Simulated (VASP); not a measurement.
Write the native input for VASP 6.6.1 that does the following.

- Task: single point
- Functional: PBE
- Potentials or basis: VASP PAW PBE potentials, release 64 (Cu)
- Cutoff: 520 eV
- k mesh: 9 × 9 × 12
- Occupations: fermi-dirac, width 0.08 eV
- Spin: no spin polarisation
- Dipole correction: no
- Further INCAR settings: ALGO = Normal; EDIFF = 1e-06; NBANDS = 24

The structure of Cu lies in POSCAR:

```
Cu
1.0
    3.9576709666      0.0000000000      0.0000000000
   -1.9788354833      3.4274435969      0.0000000000
    0.0000000000      0.0000000000      2.3693833322
Cu
3
Direct
    0.0000000000      0.0000000000      0.0000000000
    0.3333333333      0.6666666667      0.5000000000
    0.6666666667      0.3333333333      0.5000000000
```

The input as run:

INCAR

```
SYSTEM = Cu
ALGO = Normal
EDIFF = 1E-6
ENCUT = 520
GGA = PE
ISIF = 2
ISMEAR = -1
LASPH = .True.
LCHARG = .False.
LREAL = .False.
LWAVE = .False.
NBANDS = 24
NELM = 60
PREC = Accurate
SIGMA = 0.08
```

KPOINTS

```
k-points
0
Gamma
  9 9 12
  0 0 0
```

Potentials or basis: VASP PAW PBE potentials, release 64 (Cu).

Run with:

```bash
$ cat potpaw_PBE.64/Cu/POTCAR > POTCAR
$ mpirun -np 1 vasp_std > vasp.out
```

It gave:

- Pressure: 24.4 GPa

It took 49 s on 1 thread of Intel Xeon 6975P-C (shared host), peak memory 0.18 GiB.
